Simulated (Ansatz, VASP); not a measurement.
## One calculation of Ta2C, two programs

Contents of INCAR:

```
SYSTEM = Ta2C
PREC = Accurate ; ENCUT = 520
EDIFF = 1E-7 ; ISMEAR = 0
SIGMA = 0.15 ; LREAL = .False.
LASPH = .True. ; NELM = 100
ALGO = Normal ; ISIF = 2
LWAVE = .False. ; LCHARG = .False.
GGA = PS ; NBANDS = 20
```

KPOINTS

```
Automatic mesh
0
Gamma
  18 18 10
  0 0 0
```

Contents of POSCAR:

```
Ta2C
1.0
    3.0179181868      0.0000000000      0.0000000000
   -1.5089590934      2.6135938163      0.0000000000
    0.0000000000      0.0000000000      4.6750262656
Ta C
2 1
Direct
    0.3333333333      0.6666666667      0.2528761934
    0.6666666667      0.3333333333      0.7471238066
    0.0000000000      0.0000000000      0.0000000000
```

Input for Ansatz:

```yaml
crystal:
  lattice:
    - [3.0179181868, 0.0, 0.0]
    - [-1.5089590934, 2.6135938163, 0.0]
    - [0.0, 0.0, 4.6750262656]
  atoms:
    - { symbol: Ta, position: [0.3333333333, 0.6666666667, 0.2528761934] }
    - { symbol: Ta, position: [0.6666666667, 0.3333333333, 0.7471238066] }
    - { symbol: C, position: [0.0, 0.0, 0.0] }
basis:
  ecutwfc: 420
kpoints:
  mp_grid: { grid: [18, 18, 10] }
hamiltonian:
  xc: pbesol
scf:
  occupations: { method: gaussian, width: 0.15 }
output:
  forces: true
  stress: true
  eigenvalues: true
  write_density: true
  write_potential: true
  elf: true
  volumetric_format: npy
```

Change from the starting cell: strain -0.025 along x and y, -0.050 along z, atoms carried along.

Alike in both runs: task single point; functional PBEsol; k mesh 18 × 18 × 10; occupations gaussian, width 0.15 eV; no spin polarisation.

|  | VASP | Ansatz |
| --- | --- | --- |
| version | VASP 6.6.1 | Ansatz 0.2.0 |
| potentials or method | VASP PAW PBE potentials, release 64 (Ta_pv, C), cutoff 520 eV | scalar-relativistic, plane waves, PAW |
| valence electrons in the cell | 26 | 30 |

Ansatz gave:

```
gap on the k mesh at the Fermi level (eV)                     : none
pressure (GPa)                                                : 36.8
traceless stress, the component that is largest in VASP (GPa) : 8.59
rms of the force components (eV/Å)                            : 0.512
```

Q: What did VASP give for the same quantities?

A: gap on the k mesh at the Fermi level (eV): none; pressure (GPa): 37.7; traceless stress, the component that is largest in VASP (GPa): 8.54; rms of the force components (eV/Å): 0.543.

VASP's potentials were made for PBE, not for PBEsol. Atom by atom the forces differ by 0.032 eV/Å (rms over components). A gap of «none» marks a metal or a gap that the smearing closes. Both programs put the cell under a high pressure, so it lies far from rest at this level. The functional is the same, so the differences come from potentials, cutoffs and numerics. VASP's potentials hold 26 valence electrons a cell and Ansatz's 30, so a difference there can come from the potentials and not from the codes.

Neither program's run includes spin-orbit coupling.
